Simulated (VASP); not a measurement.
# NaI in VASP: a series of runs

Aim: see how the results for NaI move with the level of theory and the settings. Levels: r2SCAN, PBE. Tasks: single point.

Program: VASP 6.6.1. These are calculated values, not measurements. Logs are shortened: lines on timing, memory, paths and dates and some standing lists are left out, and cuts for length are marked.

## 1. The cell of the first run

The structure is cubic, space group Fm-3m (No. 225). Conventional cell: a = 6.201 Å, b = 6.201 Å, c = 6.201 Å, α = 90.00°, β = 90.00°, γ = 90.00°. Within 4.1 Å of Na (site symmetry m-3m) lie 6 I at 3.10 Å. I (site symmetry m-3m) has 6 Na at 3.10 Å within 4.1 Å.

## 2. Single point, r2SCAN (strain -4.0%)

The input, POSCAR:

```
NaI
1.0
    0.0000000000      3.1005316910      3.1005316910
    3.1005316910      0.0000000000      3.1005316910
    3.1005316910      3.1005316910      0.0000000000
Na I
1 1
Direct
    0.0000000000      0.0000000000      0.0000000000
    0.5000000000      0.5000000000      0.5000000000
```

The input, INCAR.step1:

```
PREC     = Accurate       # precision mode
ENCUT    = 520            # plane-wave cutoff, eV
ISMEAR   = 0              # smearing method
SIGMA    = 0.01           # smearing width, eV
LREAL    = F              # projectors in reciprocal space
LASPH    = T              # aspherical terms in the spheres
NELM     = 80             # most SCF steps
NBANDS   = 14             # bands
GGA      = PE             # functional
ALGO     = Normal         # electronic algorithm
EDIFF    = 1E-4           # SCF threshold, eV
LWAVE    = T              # write WAVECAR
LCHARG   = F              # write CHGCAR
```

The input, INCAR.step2:

```
PREC     = Accurate       # precision mode
ENCUT    = 520            # plane-wave cutoff, eV
EDIFF    = 1E-7           # SCF threshold, eV
ISMEAR   = 0              # smearing method
SIGMA    = 0.01           # smearing width, eV
LREAL    = F              # projectors in reciprocal space
LASPH    = T              # aspherical terms in the spheres
NELM     = 80             # most SCF steps
ALGO     = Normal         # electronic algorithm
ISIF     = 2              # what is computed and relaxed
LWAVE    = F              # write WAVECAR
LCHARG   = F              # write CHGCAR
METAGGA  = R2SCAN         # meta-GGA
LMIXTAU  = T            
NBANDS   = 14             # bands
ISTART   = 1
```

The input, KPOINTS:

```
Automatic mesh
0
Gamma
  8 8 8
```

Potentials or basis: VASP PAW PBE potentials, release 64 (Na_pv, I).

The run is started by

```console
cat potpaw_PBE.64/Na_pv/POTCAR potpaw_PBE.64/I/POTCAR > POTCAR
cp INCAR.step1 INCAR
mpirun -np 1 vasp_std > vasp.out
cp INCAR.step2 INCAR
mpirun -np 1 vasp_std > vasp.out
```

OUTCAR:

```text
PREC = Accurate
   ENCUT = 520
   EDIFF = 1E-7
   ISMEAR = 0
   LREAL = F
   LASPH = T
   NELM = 80
   ISIF = 2
   METAGGA = R2SCAN
   ISTART = 1

 ion  position               nearest neighbor table
   1  0.000  0.000  0.000-   2 3.10   2 3.10   2 3.10   2 3.10   2 3.10   2 3.10
   2  0.500  0.500  0.500-   1 3.10   1 3.10   1 3.10   1 3.10   1 3.10   1 3.10

  LATTYP: Found a face centered cubic cell.
 ALAT       =     6.2010633820

  Lattice vectors:

 A1 = (   0.0000000000,   3.1005316910,   3.1005316910)
 A2 = (   3.1005316910,   0.0000000000,   3.1005316910)
 A3 = (   3.1005316910,   3.1005316910,   0.0000000000)

Analysis of symmetry for initial positions (statically):
=====================================================================
 Subroutine PRICEL returns:
 Original cell was already a primitive cell.

 Routine SETGRP: Setting up the symmetry group for a
 face centered cubic supercell.

 Subroutine GETGRP returns: Found 48 space group operations
 (whereof 48 operations were pure point group operations)
 out of a pool of 48 trial point group operations.

The static configuration has the point symmetry O_h .

Analysis of symmetry for dynamics (positions and initial velocities):
=====================================================================
 Subroutine PRICEL returns:
 Original cell was already a primitive cell.

 Routine SETGRP: Setting up the symmetry group for a
 face centered cubic supercell.

 Subroutine GETGRP returns: Found 48 space group operations
 (whereof 48 operations were pure point group operations)
 out of a pool of 48 trial point group operations.

The dynamic configuration has the point symmetry O_h .

 Subroutine INISYM returns: Found 48 space group operations
 (whereof 48 operations are pure point group operations),
 and found     1 'primitive' translations

----------------------------------------------------------------------------------------

                                     Primitive cell

  volume of cell :      59.6127

  direct lattice vectors                    reciprocal lattice vectors
     0.000000000  3.100531691  3.100531691    -0.161262664  0.161262664  0.161262664
     3.100531691  0.000000000  3.100531691     0.161262664 -0.161262664  0.161262664
     3.100531691  3.100531691  0.000000000     0.161262664  0.161262664 -0.161262664

  length of vectors
     4.384813968  4.384813968  4.384813968     0.279315127  0.279315127  0.279315127

  position of ions in fractional coordinates (direct lattice)
     0.000000000  0.000000000  0.000000000
     0.500000000  0.500000000  0.500000000

  ion indices of the primitive-cell ions
   primitive index   ion index
                 1           1
                 2           2

----------------------------------------------------------------------------------------

 KPOINTS: Automatic mesh

Automatic generation of k-mesh.
 Grid dimensions read from file:
 generate k-points for:    8    8    8

 Generating k-lattice:

  Cartesian coordinates                     Fractional coordinates (reciprocal lattice)
    -0.020157833  0.020157833  0.020157833     0.125000000  0.000000000  0.000000000
     0.020157833 -0.020157833  0.020157833     0.000000000  0.125000000  0.000000000
     0.020157833  0.020157833 -0.020157833     0.000000000  0.000000000  0.125000000

  Length of vectors
     0.034914391  0.034914391  0.034914391

  Shift w.r.t. Gamma in fractional coordinates (k-lattice)
     0.000000000  0.000000000  0.000000000

 Subroutine IBZKPT returns following result:
 ===========================================

 Found     29 irreducible k-points:

 Following reciprocal coordinates:
            Coordinates               Weight
  0.000000  0.000000  0.000000      1.000000
  0.125000  0.000000  0.000000      8.000000
  0.250000  0.000000  0.000000      8.000000
  0.375000  0.000000  0.000000      8.000000
  0.500000  0.000000  0.000000      4.000000
  0.125000  0.125000  0.000000      6.000000
[... 16 lines left out ...]
  0.500000  0.250000  0.125000     48.000000
 -0.375000  0.250000  0.125000     24.000000
 [... further k-points ...]
   k-points           NKPTS =     29   k-points in BZ     NKDIM =     29   number of bands    NBANDS=     14
   number of dos      NEDOS =    301   number of ions     NIONS =      2
   total plane-waves  NPLWV =  46656
   dimension x,y,z NGX =    36 NGY =   36 NGZ =   36
   dimension x,y,z NGXF=    72 NGYF=   72 NGZF=   72
   ions per type =               1   1
   NGX,Y,Z   is equivalent  to a cutoff of  13.65, 13.65, 13.65 a.u.
   NGXF,Y,Z  is equivalent  to a cutoff of  27.30, 27.30, 27.30 a.u.
 SYSTEM =  unknown system
   PREC   = accura    normal or accurate (medium, high low for compatibility)
   ISTART =      1    job   : 0-new  1-cont  2-samecut
   ICHARG =      0    charge: 1-file 2-atom 10-const
   ISPIN  =      1    spin polarized calculation?
   LNONCOLLINEAR =      F non collinear calculations
   LSORBIT =      F    spin-orbit coupling
   LASPH  =      T    aspherical Exc in radial PAW
   ENCUT  =  520.0 eV  38.22 Ry    6.18 a.u.   8.15  8.15  8.15*2*pi/ulx,y,z
   NELM   =     80;   NELMIN=  2; NELMDL=  0     # of ELM steps
   EDIFF  = 0.1E-06   stopping-criterion for ELM
   LREAL  =      F    real-space projection
   EDIFFG = 0.1E-05   stopping-criterion for IOM
   NSW    =      0    number of steps for IOM
   IBRION =     -1    ionic relax: 0-MD 1-quasi-New 2-CG
   NFREE  =      0    steps in history (QN), initial steepest desc. (CG)
   ISIF   =      2    stress and relaxation
   ISYM   =      2    0-nonsym 1-usesym 2-fastsym
   POTIM  = 0.5000    time-step for ionic-motion
   TEBEG  =    0.0;   TEEND  =   0.0 temperature during run
   PSTRESS=    0.0 pullay stress
   NELECT =      14.0000    total number of electrons
   NUPDOWN=      -1.0000    fix difference up-down
   EMIN   =  10.00;   EMAX   =-10.00  energy-range for DOS
   EFERMI =   0.00;   METHOD = LEGACY
   ISMEAR =     0;   SIGMA  =   0.01  broadening in eV -4-tet -1-fermi 0-gaus
   EFERMI_NEDOS =   21; number of points for ismear=-14 and -15
   IALGO  =     38    algorithm
   IMIX   =      4    mixing-type and parameters
     AMIX     =   0.40;   BMIX     =  1.00
     AMIX_MAG =   1.60;   BMIX_MAG =  1.00
  volume/ion in A,a.u.               =      29.81       201.14
  Fermi-wavevector in a.u.,A,eV,Ry     =   1.010039  1.908696 13.880366  1.020178
  Thomas-Fermi vector in A             =   2.143004
   LORBIT       =      0    0 simple, 1 ext, 2 COOP (PROOUT), +10 PAW based schemes
   METAGGA = R2SCAN    functional components
   LHFCALC =     F    Hartree Fock is set to
   AEXX    =    0.0000 exact exchange contribution
   IVDW    =     0    specifies the selected vdW correction
   LEPSILON=     F    determine dielectric tensor
   LRPA    =     F    only Hartree local field effects (RPA)
 non-spin polarized calculation
 Gauss-broadening in eV      SIGMA  =   0.01
  energy-cutoff  :      520.00
  volume of cell :       59.61
 maximum number of plane-waves:      1639
 NGX is ok and might be reduce to    36
   NGX = 17   NGY = 17   NGZ = 17

 number of electron      13.9999997 magnetization

 Free energy of the ion-electron system (eV)
  ---------------------------------------------------
  ext. energy  EPLUGINS =         0.00000000
  ---------------------------------------------------
  free energy    TOTEN  =       -31.02950165 eV

  energy without entropy =      -31.02950165  energy(sigma->0) =      -31.02950165

 E-fermi :   1.5232     XC(G=0):  -8.6325

 val. band max:        1.4587139728   @ k =   0.0000   0.0000   0.0000
 cond. band min:       6.3398761529   @ k =   0.0000   0.0000   0.0000
 fundamental gap:      4.8811621801
 Fermi energy:         1.5231654987

 k-point     1 :       0.0000    0.0000    0.0000
  band No.  band energies     occupation
      1     -21.7016      2.00000
      2     -21.7012      2.00000
      3     -21.7012      2.00000
      4     -10.2765      2.00000
      5       1.4587      2.00000
      6       1.4587      2.00000
      7       1.4587      2.00000
      8       6.3399      0.00000
      9       9.9052      0.00000
     10       9.9052      0.00000
     11       9.9053      0.00000
     12      11.9782      0.00000
     13      11.9782      0.00000
     14      12.6829      0.00000

 k-point     2 :       0.1250    0.0000    0.0000
  band No.  band energies     occupation
      1     -21.7027      2.00000
      2     -21.7016      2.00000
      3     -21.7013      2.00000
      4     -10.2119      2.00000
      5       0.9143      2.00000
      6       1.3960      2.00000
      7       1.3960      2.00000
      8       6.8890      0.00000
      9       9.5751      0.00000
     10      10.1029      0.00000
     11      10.1030      0.00000
     12      11.6165      0.00000
     13      11.6165      0.00000
     14      13.5227      0.00000

 k-point     3 :       0.2500    0.0000    0.0000
  band No.  band energies     occupation
      1     -21.7063      2.00000
      2     -21.7017      2.00000
      3     -21.7014      2.00000
      4     -10.0476      2.00000
      5      -0.1045      2.00000
      6       1.2526      2.00000
      7       1.2526      2.00000
      8       7.4172      0.00000
      9       9.9777      0.00000
     10      10.1141      0.00000
     11      10.1144      0.00000
     12      11.8464      0.00000
     13      11.8464      0.00000
     14      13.2399      0.00000
[... 324 lines left out ...]
 k-point    23 :       0.5000    0.2500    0.1250
  band No.  band energies     occupation
      1     -21.7086      2.00000
      2     -21.7041      2.00000
      3     -21.7022      2.00000
      4      -9.7886      2.00000
      5      -0.7287      2.00000
      6       0.3786      2.00000
      7       0.8985      2.00000
      8       8.3564      0.00000
      9       8.8836      0.00000
     10       9.7462      0.00000
     11      10.9812      0.00000
     12      12.8237      0.00000
     13      14.8370      0.00000
     14      15.2670      0.00000

 k-point    24 :      -0.3750    0.2500    0.1250
  band No.  band energies     occupation
      1     -21.7093      2.00000
      2     -21.7042      2.00000
      3     -21.7025      2.00000
      4      -9.7275      2.00000
      5      -0.9126      2.00000
      6       0.2798      2.00000
      7       0.8142      2.00000
      8       8.3578      0.00000
      9       8.6204      0.00000
     10      10.6644      0.00000
     11      10.9159      0.00000
     12      13.0625      0.00000
     13      14.5333      0.00000
     14      15.4490      0.00000

 [... further k-points ...]
[... 5 lines left out ...]
  --------------------------------------------------------------------------------------
  -------------------------------------------------------------------------------------
  Total        1.0108687      1.0108687      1.0108687      0.0000000      0.0000000     -0.0000000
  in kB       27.1685728     27.1685728     27.1685728      0.0000000      0.0000000     -0.0000000
  external PRESSURE =      27.1685728 kB  Pullay stress =       0.0000000 kB

 VOLUME and BASIS-vectors are now :
 -----------------------------------------------------------------------------
  energy-cutoff  :      520.00
  volume of cell :       59.61
      direct lattice vectors                 reciprocal lattice vectors
     0.000000000  3.100531691  3.100531691    -0.161262664  0.161262664  0.161262664
     3.100531691  0.000000000  3.100531691     0.161262664 -0.161262664  0.161262664
     3.100531691  3.100531691  0.000000000     0.161262664  0.161262664 -0.161262664

 POSITION                                       TOTAL-FORCE (eV/Angst)
 -----------------------------------------------------------------------------------
      0.00000      0.00000      0.00000        -0.000000     -0.000000     -0.000000
      3.10053      3.10053      3.10053         0.000000      0.000000      0.000000
 -----------------------------------------------------------------------------------
    total drift:                                0.000000      0.000000      0.000000

  FREE ENERGIE OF THE ION-ELECTRON SYSTEM (eV)
  ---------------------------------------------------
  free  energy   TOTEN  =       -31.0295016492 eV

  energy  without entropy=      -31.0295016492  energy(sigma->0) =      -31.02950165
```

Run time: 2.9 min. Hardware: 1 thread of Intel Xeon Platinum 8375C at 2.90GHz (Ice Lake), shared host; peak memory 0.22 GiB.

What came out:

```yaml
Free_energy: -31.0295 eV
Pressure: 2.7 GPa
Band_gap_on_the_k_mesh: 4.88 eV, direct
```

Levels at points of the mesh, in eV from the valence-band top:
| k point | band 3 | band 4 | band 5 | band 6 | band 7 | band 8 | band 9 | band 10 | band 11 | band 12 |
| --- | --- | --- | --- | --- | --- | --- | --- | --- | --- | --- |
| (0.00, 0.00, 0.00) | -23.16 | -11.74 | 0.00 | 0.00 | 0.00 | 4.88 | 8.45 | 8.45 | 8.45 | 10.52 |
| (0.50, 0.00, 0.00) | -23.16 | -11.25 | -2.69 | -0.39 | -0.39 | 5.73 | 8.16 | 8.16 | 10.78 | 11.44 |
| (0.50, 0.50, 0.00) | -23.16 | -11.13 | -2.40 | -0.95 | -0.95 | 5.31 | 5.76 | 11.65 | 12.58 | 13.13 |

Caveat: the cell differs from its parent crystal (strain -4.0%); the PAW data sets were made with another functional, which shifts forces and pressure a little; spin-orbit coupling is left out, which moves the levels of the heavy elements. A k mesh can miss the band edges.

(Continued in part 2 of 2.)
